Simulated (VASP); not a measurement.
# Be (P6_3/mmc) in VASP: a series of runs

The runs below take Be through single point, relaxation of cell and atoms, with LDA.

Everything below comes from runs of VASP 6.6.1. Logs are shortened: lines on timing, memory, paths and dates and some standing lists are left out, and cuts for length are marked.

## (1) The cell of the first run

Symmetry: P6_3/mmc, No. 194, hexagonal system. The conventional cell has a = 2.304 Å, b = 2.304 Å, c = 7.348 Å, α = 90.00°, β = 90.00°, γ = 120.00°. Be (site symmetry -3m) has 12 Be at 2.27 to 2.30 Å within 3.0 Å. Be (site symmetry -6m2) has 12 Be at 2.27 to 2.30 Å within 3.0 Å.

## (2) Single point, LDA (8.44 Å³/atom)

File INCAR:

```
PREC     = Accurate       # precision mode
ENCUT    = 520            # plane-wave cutoff, eV
EDIFF    = 1E-6           # SCF threshold, eV
ISMEAR   = -1             # smearing method
SIGMA    = 0.1            # smearing width, eV
LREAL    = False          # projectors in reciprocal space
LASPH    = True           # aspherical terms in the spheres
NELM     = 80             # most SCF steps
ALGO     = Normal         # electronic algorithm
ISIF     = 2              # what is computed and relaxed
LWAVE    = False          # write WAVECAR
LCHARG   = False          # write CHGCAR
NBANDS   = 12             # bands
```

File KPOINTS:

```
Automatic mesh
0
Gamma
  18 18 5
```

File POSCAR:

```
Be
1.0
    2.3038091021      0.0000000000      0.0000000000
   -1.1519045511      1.9951572079      0.0000000000
    0.0000000000      0.0000000000      7.3475464619
Be
4
Direct
    1.0000000000      0.0000000000      0.0000000000
    1.0000000000      0.0000000000      0.5000000000
    0.3333333333      0.6666666667      0.2500000000
    0.6666666667      0.3333333333      0.7500000000
```

Potentials or basis: VASP PAW LDA potentials, release 64 (Be).

On the command line:

```bash
> cat potpaw_LDA.64/Be/POTCAR > POTCAR
> mpirun -np 1 vasp_std > vasp.out
```

OUTCAR:

```text
PREC = Accurate
   ENCUT = 520
   EDIFF = 1E-6
   ISMEAR = -1
   LREAL = False
   LASPH = True
   NELM = 80
   ISIF = 2

 ion  position               nearest neighbor table
   1  0.000  0.000  0.000-   3 2.27   4 2.27   4 2.27   3 2.27   4 2.27   3 2.27
   2  0.000  0.000  0.500-   3 2.27   4 2.27   4 2.27   3 2.27   4 2.27   3 2.27
   3  0.333  0.667  0.250-   1 2.27   2 2.27   1 2.27   2 2.27   1 2.27   2 2.27
   4  0.667  0.333  0.750-   1 2.27   2 2.27   1 2.27   2 2.27   1 2.27   2 2.27

  LATTYP: Found a hexagonal cell.
 ALAT       =     2.3038091021
 C/A-ratio  =     3.1893035127

  Lattice vectors:

 A1 = (   2.3038091021,   0.0000000000,   0.0000000000)
 A2 = (  -1.1519045511,   1.9951572079,   0.0000000000)
 A3 = (   0.0000000000,   0.0000000000,   7.3475464619)

Analysis of symmetry for initial positions (statically):
=====================================================================
 Subroutine PRICEL returns:
 Original cell was already a primitive cell.

 Routine SETGRP: Setting up the symmetry group for a
 hexagonal supercell.

 Subroutine GETGRP returns: Found 24 space group operations
 (whereof 12 operations were pure point group operations)
 out of a pool of 24 trial point group operations.

The static configuration has the point symmetry D_3d.
 The point group associated with its full space group is D_6h.

Analysis of symmetry for dynamics (positions and initial velocities):
=====================================================================
 Subroutine PRICEL returns:
 Original cell was already a primitive cell.

 Routine SETGRP: Setting up the symmetry group for a
 hexagonal supercell.

 Subroutine GETGRP returns: Found 24 space group operations
 (whereof 12 operations were pure point group operations)
 out of a pool of 24 trial point group operations.

The dynamic configuration has the point symmetry D_3d.
 The point group associated with its full space group is D_6h.

 Subroutine INISYM returns: Found 24 space group operations
 (whereof 12 operations are pure point group operations),
 and found     1 'primitive' translations

----------------------------------------------------------------------------------------

                                     Primitive cell

  volume of cell :      33.7727

  direct lattice vectors                    reciprocal lattice vectors
     2.303809102  0.000000000  0.000000000     0.434063742  0.250606818  0.000000000
    -1.151904551  1.995157208  0.000000000     0.000000000  0.501213637  0.000000000
     0.000000000  0.000000000  7.347546462     0.000000000  0.000000000  0.136099854

  length of vectors
     2.303809102  2.303809102  7.347546462     0.501213637  0.501213637  0.136099854

  position of ions in fractional coordinates (direct lattice)
     0.000000000  0.000000000  0.000000000
     0.000000000  0.000000000  0.500000000
     0.333333333  0.666666667  0.250000000
     0.666666667  0.333333333  0.750000000

  ion indices of the primitive-cell ions
   primitive index   ion index
                 1           1
                 2           2
                 3           3
                 4           4

----------------------------------------------------------------------------------------

 KPOINTS: Automatic mesh

Automatic generation of k-mesh.
 Grid dimensions read from file:
 generate k-points for:   18   18    5

 Generating k-lattice:

  Cartesian coordinates                     Fractional coordinates (reciprocal lattice)
     0.024114652  0.013922601  0.000000000     0.055555556  0.000000000  0.000000000
     0.000000000  0.027845202  0.000000000     0.000000000  0.055555556  0.000000000
     0.000000000  0.000000000  0.027219971     0.000000000  0.000000000  0.200000000

  Length of vectors
     0.027845202  0.027845202  0.027219971

  Shift w.r.t. Gamma in fractional coordinates (k-lattice)
     0.000000000  0.000000000  0.000000000

 Subroutine IBZKPT returns following result:
 ===========================================

 Found    111 irreducible k-points:

 Following reciprocal coordinates:
            Coordinates               Weight
  0.000000  0.000000  0.000000      1.000000
  0.055556 -0.000000  0.000000      6.000000
  0.111111 -0.000000  0.000000      6.000000
  0.166667 -0.000000  0.000000      6.000000
  0.222222 -0.000000  0.000000      6.000000
  0.277778 -0.000000  0.000000      6.000000
[... 16 lines left out ...]
  0.333333  0.111111  0.000000     12.000000
  0.388889  0.111111  0.000000     12.000000
 [... further k-points ...]
   k-points           NKPTS =    111   k-points in BZ     NKDIM =    111   number of bands    NBANDS=     12
   number of dos      NEDOS =    301   number of ions     NIONS =      4
   total plane-waves  NPLWV =  18144
   dimension x,y,z NGX =    18 NGY =   18 NGZ =   56
   dimension x,y,z NGXF=    36 NGYF=   36 NGZF=  112
   ions per type =               4
   NGX,Y,Z   is equivalent  to a cutoff of  12.99, 12.99, 12.67 a.u.
   NGXF,Y,Z  is equivalent  to a cutoff of  25.98, 25.98, 25.34 a.u.
 SYSTEM =  unknown system
   PREC   = accura    normal or accurate (medium, high low for compatibility)
   ISTART =      0    job   : 0-new  1-cont  2-samecut
   ICHARG =      2    charge: 1-file 2-atom 10-const
   ISPIN  =      1    spin polarized calculation?
   LNONCOLLINEAR =      F non collinear calculations
   LSORBIT =      F    spin-orbit coupling
   LASPH  =      T    aspherical Exc in radial PAW
   ENCUT  =  520.0 eV  38.22 Ry    6.18 a.u.   4.28  4.28 13.66*2*pi/ulx,y,z
   NELM   =     80;   NELMIN=  2; NELMDL= -5     # of ELM steps
   EDIFF  = 0.1E-05   stopping-criterion for ELM
   LREAL  =      F    real-space projection
   EDIFFG = 0.1E-04   stopping-criterion for IOM
   NSW    =      0    number of steps for IOM
   IBRION =     -1    ionic relax: 0-MD 1-quasi-New 2-CG
   NFREE  =      0    steps in history (QN), initial steepest desc. (CG)
   ISIF   =      2    stress and relaxation
   ISYM   =      2    0-nonsym 1-usesym 2-fastsym
   POTIM  = 0.5000    time-step for ionic-motion
   TEBEG  =    0.0;   TEEND  =   0.0 temperature during run
   PSTRESS=    0.0 pullay stress
   NELECT =       8.0000    total number of electrons
   NUPDOWN=      -1.0000    fix difference up-down
   EMIN   =  10.00;   EMAX   =-10.00  energy-range for DOS
   EFERMI =   0.00;   METHOD = LEGACY
   ISMEAR =    -1;   SIGMA  =   0.10  broadening in eV -4-tet -1-fermi 0-gaus
   EFERMI_NEDOS =   21; number of points for ismear=-14 and -15
   IALGO  =     38    algorithm
   IMIX   =      4    mixing-type and parameters
     AMIX     =   0.40;   BMIX     =  1.00
     AMIX_MAG =   1.60;   BMIX_MAG =  1.00
  volume/ion in A,a.u.               =       8.44        56.98
  Fermi-wavevector in a.u.,A,eV,Ry     =   1.012938  1.914175 13.960166  1.026043
  Thomas-Fermi vector in A             =   2.146077
   LORBIT       =      0    0 simple, 1 ext, 2 COOP (PROOUT), +10 PAW based schemes
   GGA     = CA    functional components
   LHFCALC =     F    Hartree Fock is set to
   AEXX    =    0.0000 exact exchange contribution
   IVDW    =     0    specifies the selected vdW correction
   LEPSILON=     F    determine dielectric tensor
   LRPA    =     F    only Hartree local field effects (RPA)
 non-spin polarized calculation
  energy-cutoff  :      520.00
  volume of cell :       33.77
 maximum number of plane-waves:       945
 NGX is ok and might be reduce to    18
   NGX =  9   NGY =  9   NGZ = 27

 number of electron       8.0000000 magnetization

 Free energy of the ion-electron system (eV)
  ---------------------------------------------------
  ext. energy  EPLUGINS =         0.00000000
  ---------------------------------------------------
  free energy    TOTEN  =       -16.57682680 eV

  energy without entropy =      -16.56601127  energy(sigma->0) =      -16.57141903

 E-fermi :   6.4632     XC(G=0): -10.4092

 val. band max:        6.4472216547   @ k =   0.3333   0.2778   0.0000
 cond. band min:       6.4659268447   @ k =   0.3333   0.2778   0.2000
 fundamental gap:      0.0187051900
 Fermi energy:         6.4631524191

 k-point     1 :       0.0000    0.0000    0.0000
  band No.  band energies     occupation
      1      -4.5972      2.00000
      2      -2.5657      2.00000
      3      -2.5435      2.00000
      4       1.9352      2.00000
      5       7.0505      0.00561
      6      16.0284      0.00000
      7      16.0293      0.00000
      8      21.5153      0.00000
      9      21.5153      0.00000
     10      22.6143      0.00000
     11      22.6144      0.00000
     12      22.8913      0.00000

 k-point     2 :       0.0556   -0.0000    0.0000
  band No.  band energies     occupation
      1      -4.5112      2.00000
      2      -2.4779      2.00000
      3      -2.4556      2.00000
      4       2.0469      2.00000
      5       7.0795      0.00420
      6      16.0518      0.00000
      7      16.0599      0.00000
      8      20.8171      0.00000
      9      20.9649      0.00000
     10      22.2958      0.00000
     11      22.4600      0.00000
     12      22.4668      0.00000

 k-point     3 :       0.1111   -0.0000    0.0000
  band No.  band energies     occupation
      1      -4.2533      2.00000
      2      -2.2150      2.00000
      3      -2.1926      2.00000
      4       2.3815      2.00000
      5       7.1620      0.00184
      6      16.0660      0.00000
      7      16.1274      0.00000
      8      19.2731      0.00000
      9      19.9081      0.00000
     10      21.0424      0.00000
     11      21.2028      0.00000
     12      21.8251      0.00000
[... 286 lines left out ...]
 k-point    23 :       0.3333    0.1111    0.0000
  band No.  band energies     occupation
      1      -0.1456      2.00000
      2       1.7668      2.00000
      3       1.7718      2.00000
      4       5.9433      1.98901
      5       7.4507      0.00010
      6       9.5056      0.00000
      7      10.1044      0.00000
      8      11.4914      0.00000
      9      13.7104      0.00000
     10      15.6482      0.00000
     11      16.0158      0.00000
     12      16.8432      0.00000

 k-point    24 :       0.3889    0.1111    0.0000
  band No.  band energies     occupation
      1       1.0575      2.00000
      2       2.6500      2.00000
      3       2.7177      2.00000
      4       4.6225      2.00000
      5       7.8703      0.00000
      6       8.1726      0.00000
      7       9.7317      0.00000
      8      11.6377      0.00000
      9      12.9806      0.00000
     10      13.6470      0.00000
     11      15.8433      0.00000
     12      16.6586      0.00000

 [... further k-points ...]

------------------------ aborting loop because EDIFF is reached ----------------------------------------

  FORCE on cell =-STRESS in cart. coord.  units (eV):
  Direction    XX          YY          ZZ          XY          YZ          ZX
  --------------------------------------------------------------------------------------
  -------------------------------------------------------------------------------------
  Total       -2.4958635     -2.4958635     -2.5970910      0.0000000      0.0000000      0.0000000
  in kB     -118.4037503   -118.4037503   -123.2059847      0.0000000      0.0000000      0.0000000
  external PRESSURE =    -120.0044951 kB  Pullay stress =       0.0000000 kB

 VOLUME and BASIS-vectors are now :
 -----------------------------------------------------------------------------
  energy-cutoff  :      520.00
  volume of cell :       33.77
      direct lattice vectors                 reciprocal lattice vectors
     2.303809102  0.000000000  0.000000000     0.434063742  0.250606818  0.000000000
    -1.151904551  1.995157208  0.000000000     0.000000000  0.501213637  0.000000000
     0.000000000  0.000000000  7.347546462     0.000000000  0.000000000  0.136099854

 POSITION                                       TOTAL-FORCE (eV/Angst)
 -----------------------------------------------------------------------------------
      0.00000      0.00000      0.00000        -0.000000      0.000000      0.000000
      0.00000      0.00000      3.67377        -0.000000      0.000000      0.000000
     -0.00000      1.33010      1.83689         0.000000     -0.000000      0.000000
      1.15190      0.66505      5.51066        -0.000000      0.000000     -0.000000
 -----------------------------------------------------------------------------------
    total drift:                               -0.000000      0.000000      0.000000

  FREE ENERGIE OF THE ION-ELECTRON SYSTEM (eV)
  ---------------------------------------------------
  free  energy   TOTEN  =       -16.5768268031 eV

  energy  without entropy=      -16.5660112666  energy(sigma->0) =      -16.57141903
```

Wall time 23 s (1 thread of Intel Xeon Platinum 8259CL at 2.50GHz (Skylake/Cascade Lake), shared host); peak memory 0.15 GiB.

Results:

- Free energy: -16.5768 eV
- Pressure: -12.0 GPa
- Band gap on the k mesh: zero (bands 4 and 5 overlap by 1.29 eV)

Stress tensor (GPa, compression positive):
```
-11.84   0.00   0.00
  0.00 -11.84   0.00
  0.00   0.00 -12.32
```

Levels at points of the mesh, in eV from the Fermi level:
```
           k point  band 1  band 2  band 3  band 4  band 5  band 6  band 7  band 8
(0.00, 0.00, 0.00)  -11.06   -9.03   -9.01   -4.53    0.59    9.57    9.57   15.05
(0.50, 0.00, 0.00)   -4.86   -3.96   -3.62   -2.75    0.97    1.00    3.85    5.61
```

Caveat: the cell stands under tension.

(Continued in part 2 of 2.)
